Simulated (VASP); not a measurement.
# Ti in VASP: a series of runs

Ti is run at these levels: PBE; tasks: single point.

Program: VASP 6.6.1. These are calculated values, not measurements. Logs are shortened: lines on timing, memory, paths and dates and some standing lists are left out, and cuts for length are marked.

## 1. The cell of the first run

Symmetry: P6_3/mmc, No. 194, hexagonal system. Conventional cell: a = 2.950 Å, b = 2.950 Å, c = 4.680 Å, α = 90.00°, β = 90.00°, γ = 120.00°. Ti (site symmetry -6m2) has 12 Ti at 2.89 to 2.95 Å within 3.8 Å.

## 2. Single point, PBE

INCAR reads:

```
SYSTEM = Ti
PREC = Accurate
ENCUT = 520
EDIFF = 1E-7
ISMEAR = 1
SIGMA = 0.05
LREAL = .False.
LASPH = .True.
NELM = 80
ALGO = Normal
ISIF = 2
LWAVE = .False.
LCHARG = .False.
GGA = PE
NBANDS = 19
```

KPOINTS reads:

```
Automatic mesh
0
Gamma
  9 9 5
  0 0 0
```

POSCAR reads:

```
Ti
1.0
    2.9500000000      0.0000000000      0.0000000000
   -1.4750000000      2.5547749412      0.0000000000
    0.0000000000      0.0000000000      4.6800000000
Ti
2
Direct
    0.6666666667      0.3333333333      0.7500000000
    0.3333333333      0.6666666667      0.2500000000
```

Potentials or basis: VASP PAW PBE potentials, release 64 (Ti_sv).

The run is started by

```
cat potpaw_PBE.64/Ti_sv/POTCAR > POTCAR
mpirun -np 1 vasp_std > vasp.out
```

OUTCAR:

```text
SYSTEM = Ti
   PREC = Accurate
   ENCUT = 520
   EDIFF = 1E-7
   ISMEAR = 1
   LREAL = .False.
   LASPH = .True.
   NELM = 80
   ISIF = 2
   GGA = PE

 ion  position               nearest neighbor table
   1  0.667  0.333  0.750-   2 2.89   2 2.89   2 2.89   2 2.89   2 2.89   2 2.89
   2  0.333  0.667  0.250-   1 2.89   1 2.89   1 2.89   1 2.89   1 2.89   1 2.89

  LATTYP: Found a hexagonal cell.
 ALAT       =     2.9500000000
 C/A-ratio  =     1.5864406780

  Lattice vectors:

 A1 = (   2.9500000000,   0.0000000000,   0.0000000000)
 A2 = (  -1.4750000000,   2.5547749412,   0.0000000000)
 A3 = (   0.0000000000,   0.0000000000,   4.6800000000)

Analysis of symmetry for initial positions (statically):
=====================================================================
 Subroutine PRICEL returns:
 Original cell was already a primitive cell.

 Routine SETGRP: Setting up the symmetry group for a
 hexagonal supercell.

 Subroutine GETGRP returns: Found 24 space group operations
 (whereof 12 operations were pure point group operations)
 out of a pool of 24 trial point group operations.

The static configuration has the point symmetry D_3d.
 The point group associated with its full space group is D_6h.

Analysis of symmetry for dynamics (positions and initial velocities):
=====================================================================
 Subroutine PRICEL returns:
 Original cell was already a primitive cell.

 Routine SETGRP: Setting up the symmetry group for a
 hexagonal supercell.

 Subroutine GETGRP returns: Found 24 space group operations
 (whereof 12 operations were pure point group operations)
 out of a pool of 24 trial point group operations.

The dynamic configuration has the point symmetry D_3d.
 The point group associated with its full space group is D_6h.

 Subroutine INISYM returns: Found 24 space group operations
 (whereof 12 operations are pure point group operations),
 and found     1 'primitive' translations

----------------------------------------------------------------------------------------

                                     Primitive cell

  volume of cell :      35.2712

  direct lattice vectors                    reciprocal lattice vectors
     2.950000000  0.000000000  0.000000000     0.338983051  0.195711956  0.000000000
    -1.475000000  2.554774941  0.000000000     0.000000000  0.391423911  0.000000000
     0.000000000  0.000000000  4.680000000     0.000000000  0.000000000  0.213675214

  length of vectors
     2.950000000  2.950000000  4.680000000     0.391423911  0.391423911  0.213675214

  position of ions in fractional coordinates (direct lattice)
     0.666666667  0.333333333  0.750000000
     0.333333333  0.666666667  0.250000000

  ion indices of the primitive-cell ions
   primitive index   ion index
                 1           1
                 2           2

----------------------------------------------------------------------------------------

 KPOINTS: Automatic mesh

Automatic generation of k-mesh.
 Grid dimensions read from file:
 generate k-points for:    9    9    5

 Generating k-lattice:

  Cartesian coordinates                     Fractional coordinates (reciprocal lattice)
     0.037664783  0.021745773  0.000000000     0.111111111 -0.000000000  0.000000000
     0.000000000  0.043491546  0.000000000     0.000000000  0.111111111  0.000000000
     0.000000000  0.000000000  0.042735043     0.000000000  0.000000000  0.200000000

  Length of vectors
     0.043491546  0.043491546  0.042735043

  Shift w.r.t. Gamma in fractional coordinates (k-lattice)
     0.000000000  0.000000000  0.000000000

 Subroutine IBZKPT returns following result:
 ===========================================

 Found     36 irreducible k-points:

 Following reciprocal coordinates:
            Coordinates               Weight
  0.000000  0.000000  0.000000      1.000000
  0.111111  0.000000  0.000000      6.000000
  0.222222  0.000000  0.000000      6.000000
  0.333333  0.000000  0.000000      6.000000
  0.444444  0.000000  0.000000      6.000000
  0.111111  0.111111  0.000000      6.000000
[... 16 lines left out ...]
  0.333333  0.222222  0.200000     24.000000
  0.333333  0.333333  0.200000      4.000000
 [... further k-points ...]
   k-points           NKPTS =     36   k-points in BZ     NKDIM =     36   number of bands    NBANDS=     19
   number of dos      NEDOS =    301   number of ions     NIONS =      2
   total plane-waves  NPLWV =  20736
   dimension x,y,z NGX =    24 NGY =   24 NGZ =   36
   dimension x,y,z NGXF=    48 NGYF=   48 NGZF=   72
   ions per type =               2
   NGX,Y,Z   is equivalent  to a cutoff of  13.53, 13.53, 12.79 a.u.
   NGXF,Y,Z  is equivalent  to a cutoff of  27.05, 27.05, 25.58 a.u.
 SYSTEM =  Ti
   PREC   = accura    normal or accurate (medium, high low for compatibility)
   ISTART =      0    job   : 0-new  1-cont  2-samecut
   ICHARG =      2    charge: 1-file 2-atom 10-const
   ISPIN  =      1    spin polarized calculation?
   LNONCOLLINEAR =      F non collinear calculations
   LSORBIT =      F    spin-orbit coupling
   LASPH  =      T    aspherical Exc in radial PAW
   ENCUT  =  520.0 eV  38.22 Ry    6.18 a.u.   5.49  5.49  8.70*2*pi/ulx,y,z
   NELM   =     80;   NELMIN=  2; NELMDL= -5     # of ELM steps
   EDIFF  = 0.1E-06   stopping-criterion for ELM
   LREAL  =      F    real-space projection
   EDIFFG = 0.1E-05   stopping-criterion for IOM
   NSW    =      0    number of steps for IOM
   IBRION =     -1    ionic relax: 0-MD 1-quasi-New 2-CG
   NFREE  =      0    steps in history (QN), initial steepest desc. (CG)
   ISIF   =      2    stress and relaxation
   ISYM   =      2    0-nonsym 1-usesym 2-fastsym
   POTIM  = 0.5000    time-step for ionic-motion
   TEBEG  =    0.0;   TEEND  =   0.0 temperature during run
   PSTRESS=    0.0 pullay stress
   NELECT =      24.0000    total number of electrons
   NUPDOWN=      -1.0000    fix difference up-down
   EMIN   =  10.00;   EMAX   =-10.00  energy-range for DOS
   EFERMI =   0.00;   METHOD = LEGACY
   ISMEAR =     1;   SIGMA  =   0.05  broadening in eV -4-tet -1-fermi 0-gaus
   EFERMI_NEDOS =   21; number of points for ismear=-14 and -15
   IALGO  =     38    algorithm
   IMIX   =      4    mixing-type and parameters
     AMIX     =   0.40;   BMIX     =  1.00
     AMIX_MAG =   1.60;   BMIX_MAG =  1.00
  volume/ion in A,a.u.               =      17.64       119.01
  Fermi-wavevector in a.u.,A,eV,Ry     =   1.439920  2.721055 28.209912  2.073370
  Thomas-Fermi vector in A             =   2.558722
   LORBIT       =      0    0 simple, 1 ext, 2 COOP (PROOUT), +10 PAW based schemes
   GGA     = PE    functional components
   LHFCALC =     F    Hartree Fock is set to
   AEXX    =    0.0000 exact exchange contribution
   IVDW    =     0    specifies the selected vdW correction
   LEPSILON=     F    determine dielectric tensor
   LRPA    =     F    only Hartree local field effects (RPA)
 non-spin polarized calculation
 Methfessel and Paxton  Order N= 1 SIGMA  =   0.05
  energy-cutoff  :      520.00
  volume of cell :       35.27
 maximum number of plane-waves:       972
 NGX is ok and might be reduce to    24
   NGX = 11   NGY = 11   NGZ = 17

 number of electron      24.0000002 magnetization

 Free energy of the ion-electron system (eV)
  ---------------------------------------------------
  ext. energy  EPLUGINS =         0.00000000
  ---------------------------------------------------
  free energy    TOTEN  =       -15.67039091 eV

  energy without entropy =      -15.66987986  energy(sigma->0) =      -15.67022056

 E-fermi :   8.2336     XC(G=0): -11.4254

 val. band max:        8.1404902222   @ k =   0.0000   0.0000   0.4000
 cond. band min:       8.2404181149   @ k =   0.3333   0.2222   0.4000
 fundamental gap:      0.0999278927
 Fermi energy:         8.2336494693

 k-point     1 :       0.0000    0.0000    0.0000
  band No.  band energies     occupation
      1     -48.7096      2.00000
      2     -48.5819      2.00000
      3     -25.2888      2.00000
      4     -24.6610      2.00000
      5     -24.6610      2.00000
      6     -24.6176      2.00000
[... 11 lines left out ...]
     18       9.7764      0.00000
     19      11.2656      0.00000

 k-point     2 :       0.1111    0.0000    0.0000
  band No.  band energies     occupation
      1     -48.6983      2.00000
      2     -48.5774      2.00000
      3     -25.2633      2.00000
      4     -24.7128      2.00000
      5     -24.6782      2.00000
      6     -24.6285      2.00000
[... 11 lines left out ...]
     18       9.6440      0.00000
     19      11.3566      0.00000

 k-point     3 :       0.2222    0.0000    0.0000
  band No.  band energies     occupation
      1     -48.6688      2.00000
      2     -48.5673      2.00000
      3     -25.1935      2.00000
      4     -24.8454      2.00000
      5     -24.7509      2.00000
      6     -24.7196      2.00000
[... 11 lines left out ...]
     18      10.2152      0.00000
     19      11.5112      0.00000

 k-point     4 :       0.3333    0.0000    0.0000
  band No.  band energies     occupation
      1     -48.6321      2.00000
      2     -48.5587      2.00000
      3     -25.0982      2.00000
      4     -24.9980      2.00000
      5     -24.8935      2.00000
      6     -24.7645      2.00000
[... 11 lines left out ...]
     18      10.9603      0.00000
     19      11.6178      0.00000

 k-point     5 :       0.4444    0.0000    0.0000
  band No.  band energies     occupation
      1     -48.6038      2.00000
      2     -48.5572      2.00000
      3     -25.0980      2.00000
      4     -25.0136      2.00000
      5     -24.9835      2.00000
      6     -24.7929      2.00000
[... 11 lines left out ...]
     18      11.6645      0.00000
     19      11.9711      0.00000

 k-point     6 :       0.1111    0.1111    0.0000
  band No.  band energies     occupation
      1     -48.6779      2.00000
      2     -48.5702      2.00000
      3     -25.2156      2.00000
      4     -24.7900      2.00000
      5     -24.7510      2.00000
      6     -24.6734      2.00000
[... 11 lines left out ...]
     18      10.1150      0.00000
     19      11.4404      0.00000

 k-point     7 :       0.2222    0.1111    0.0000
  band No.  band energies     occupation
      1     -48.6446      2.00000
      2     -48.5609      2.00000
      3     -25.1322      2.00000
      4     -24.9209      2.00000
      5     -24.8632      2.00000
      6     -24.7402      2.00000
[... 11 lines left out ...]
     18      10.9103      0.00000
     19      11.5221      0.00000

 k-point     8 :       0.3333    0.1111    0.0000
  band No.  band energies     occupation
      1     -48.6111      2.00000
      2     -48.5569      2.00000
      3     -25.0464      2.00000
      4     -25.0373      2.00000
      5     -24.9479      2.00000
      6     -24.8014      2.00000
[... 256 lines left out ...]
 k-point    20 :       0.3333    0.1111    0.2000
  band No.  band energies     occupation
      1     -48.6059      2.00000
      2     -48.5621      2.00000
      3     -25.1233      2.00000
      4     -25.0160      2.00000
      5     -24.9131      2.00000
      6     -24.7963      2.00000
[... 11 lines left out ...]
     18      11.3888      0.00000
     19      11.9144      0.00000

 k-point    21 :       0.4444    0.1111    0.2000
  band No.  band energies     occupation
      1     -48.5913      2.00000
      2     -48.5618      2.00000
      3     -25.1468      2.00000
      4     -25.0444      2.00000
      5     -24.9143      2.00000
      6     -24.7990      2.00000
[... 11 lines left out ...]
     18      11.5879      0.00000
     19      12.4289      0.00000

 k-point    22 :       0.2222    0.2222    0.2000
  band No.  band energies     occupation
      1     -48.6085      2.00000
      2     -48.5623      2.00000
      3     -25.0940      2.00000
      4     -25.0078      2.00000
      5     -24.8777      2.00000
      6     -24.8365      2.00000
[... 11 lines left out ...]
     18      11.4257      0.00000
     19      12.0358      0.00000

 k-point    23 :       0.3333    0.2222    0.2000
  band No.  band energies     occupation
      1     -48.5856      2.00000
      2     -48.5623      2.00000
      3     -25.0894      2.00000
      4     -25.0283      2.00000
      5     -24.9283      2.00000
      6     -24.8349      2.00000
[... 11 lines left out ...]
     18      11.5674      0.00000
     19      13.0272      0.00000

 k-point    24 :       0.3333    0.3333    0.2000
  band No.  band energies     occupation
      1     -48.5700      2.00000
      2     -48.5700      2.00000
      3     -25.0209      2.00000
      4     -25.0209      2.00000
      5     -25.0059      2.00000
      6     -24.8310      2.00000
[... 11 lines left out ...]
     18      11.2152      0.00000
     19      14.5304      0.00000

 [... further k-points ...]

------------------------ aborting loop because EDIFF is reached ----------------------------------------

  FORCE on cell =-STRESS in cart. coord.  units (eV):
  Direction    XX          YY          ZZ          XY          YZ          ZX
  --------------------------------------------------------------------------------------
  -------------------------------------------------------------------------------------
  Total       -0.3436845     -0.3436845     -0.5441366      0.0000000      0.0000000      0.0000000
  in kB      -15.6116929    -15.6116929    -24.7171298      0.0000000      0.0000000      0.0000000
  external PRESSURE =     -18.6468386 kB  Pullay stress =       0.0000000 kB

 VOLUME and BASIS-vectors are now :
 -----------------------------------------------------------------------------
  energy-cutoff  :      520.00
  volume of cell :       35.27
      direct lattice vectors                 reciprocal lattice vectors
     2.950000000  0.000000000  0.000000000     0.338983051  0.195711956  0.000000000
    -1.475000000  2.554774941  0.000000000     0.000000000  0.391423911  0.000000000
     0.000000000  0.000000000  4.680000000     0.000000000  0.000000000  0.213675214

 POSITION                                       TOTAL-FORCE (eV/Angst)
 -----------------------------------------------------------------------------------
      1.47500      0.85159      3.51000        -0.000000      0.000000      0.000000
     -0.00000      1.70318      1.17000         0.000000      0.000000      0.000000
 -----------------------------------------------------------------------------------
    total drift:                               -0.000000      0.000000     -0.000000

  FREE ENERGIE OF THE ION-ELECTRON SYSTEM (eV)
  ---------------------------------------------------
  free  energy   TOTEN  =       -15.6703909132 eV

  energy  without entropy=      -15.6698798595  energy(sigma->0) =      -15.67022056
```

Wall time 58 s (1 thread of AMD EPYC 7R13, shared host); peak memory 0.13 GiB.

Results:

| Item | Value |
| --- | --- |
| Free energy | -15.6704 eV |
| Pressure | -1.9 GPa |
| Band gap on the k mesh | zero (band 12 reaches 8.95 eV, above the bottom of band 13 at 7.91 eV) |

Stress tensor (GPa, compression positive):
```
-1.56  0.00  0.00
 0.00 -1.56  0.00
 0.00  0.00 -2.47
```

Levels at points of the mesh, in eV from the Fermi level:
| k point | band 9 | band 10 | band 11 | band 12 | band 13 | band 14 | band 15 | band 16 |
| --- | --- | --- | --- | --- | --- | --- | --- | --- |
| (0.00, 0.00, 0.00) | -6.23 | -2.71 | 0.65 | 0.72 | 0.72 | 0.80 | 1.20 | 1.20 |

## 3. Single point, PBE

INCAR reads:

```
SYSTEM = Ti
PREC = Accurate ; ENCUT = 520
EDIFF = 1E-6 ; ISMEAR = 1
SIGMA = 0.025 ; LREAL = .FALSE.
LASPH = .TRUE. ; NELM = 100
ALGO = Normal ; ISIF = 2
LWAVE = .FALSE. ; LCHARG = .FALSE.
GGA = PE ; NBANDS = 19
```

KPOINTS reads:

```
Automatic mesh
0
G
  9 9 5
  0 0 0
```

POSCAR is that of step 2.

Potentials or basis: VASP PAW PBE potentials, release 64 (Ti_sv).

The run is started by

```
cat potpaw_PBE.64/Ti_sv/POTCAR > POTCAR
mpirun -np 1 vasp_std > vasp.out
```

Run time: 48 s. Hardware: 1 thread of AMD EPYC 7R13, shared host; peak memory 0.13 GiB.

Results (log left out):

- Free energy: -15.6700 eV
- Pressure: -1.8 GPa
- Band gap on the k mesh: zero (band 12 reaches 8.95 eV, above the bottom of band 13 at 7.91 eV)

Stress tensor (GPa, compression positive):
```
-1.51  0.00  0.00
 0.00 -1.51  0.00
 0.00  0.00 -2.42
```

Levels at points of the mesh, in eV from the Fermi level:
| k point | band 10 | band 11 | band 12 | band 13 | band 14 | band 15 |
| --- | --- | --- | --- | --- | --- | --- |
| (0.00, 0.00, 0.00) | -2.72 | 0.65 | 0.71 | 0.71 | 0.80 | 1.19 |

## 4. Single point, PBE

INCAR reads:

```
SYSTEM = Ti
PREC = Accurate ; ENCUT = 520
EDIFF = 1E-7 ; ISMEAR = 1
SIGMA = 0.01 ; LREAL = .False.
LASPH = .True. ; NELM = 80
ALGO = Fast ; ISIF = 2
LWAVE = .False. ; LCHARG = .True.
GGA = PE ; LELF = .True.
LVHAR = .True. ; NBANDS = 19
```

KPOINTS reads:

```
Automatic mesh
0
Gamma
  9 9 5
  0 0 0
```

POSCAR is that of step 3.

The run is started by

```
cat potpaw_PBE.64/Ti_sv/POTCAR > POTCAR
mpirun -np 1 vasp_std > vasp.out
```

Run time: 3.5 min. Hardware: 1 thread of AMD EPYC 7R13, shared host; peak memory 0.13 GiB.

Results (log left out):

| Property | Result |
| --- | --- |
| Free energy | -15.6698 eV |
| Pressure | -1.9 GPa |
| Band gap on the k mesh | zero (band 12 reaches 8.95 eV, above the bottom of band 13 at 7.90 eV) |

Stress tensor (GPa, compression positive):
```
-1.53  0.00  0.00
 0.00 -1.53  0.00
 0.00  0.00 -2.48
```

Levels at points of the mesh, in eV from the Fermi level:
| k point | band 9 | band 10 | band 11 | band 12 | band 13 | band 14 | band 15 | band 16 |
| --- | --- | --- | --- | --- | --- | --- | --- | --- |
| (0.00, 0.00, 0.00) | -6.24 | -2.72 | 0.65 | 0.71 | 0.71 | 0.79 | 1.19 | 1.19 |

## 5. Single point, PBE

INCAR reads:

```
SYSTEM = Ti
PREC = Accurate
ENCUT = 520
EDIFF = 1E-6
ISMEAR = 1
SIGMA = 0.005
LREAL = .FALSE.
LASPH = .TRUE.
NELM = 100
ALGO = Normal
ISIF = 2
LWAVE = .FALSE.
LCHARG = .FALSE.
GGA = PE
NBANDS = 19
```

KPOINTS reads:

```
regular mesh
0
G
  9 9 5
  0 0 0
```

POSCAR is that of step 4.

The run is started by

```
cat potpaw_PBE.64/Ti_sv/POTCAR > POTCAR
mpirun -np 1 vasp_std > vasp.out
```

Run time: 56 s. Hardware: 1 thread of AMD EPYC 7R13, shared host; peak memory 0.13 GiB.

The run converged. Its results:

* Free energy: -15.6697 eV
* Pressure: -1.8 GPa
* Band gap on the k mesh: zero (band 12 reaches 8.95 eV, above the bottom of band 13 at 7.90 eV)

Stress tensor (GPa, compression positive):
```
-1.53  0.00  0.00
 0.00 -1.53  0.00
 0.00  0.00 -2.47
```

Levels at points of the mesh, in eV from the Fermi level:
| k point | band 9 | band 10 | band 11 | band 12 | band 13 | band 14 | band 15 | band 16 |
| --- | --- | --- | --- | --- | --- | --- | --- | --- |
| (0.00, 0.00, 0.00) | -6.24 | -2.72 | 0.65 | 0.71 | 0.71 | 0.79 | 1.19 | 1.19 |

[end of part 1 of 2]
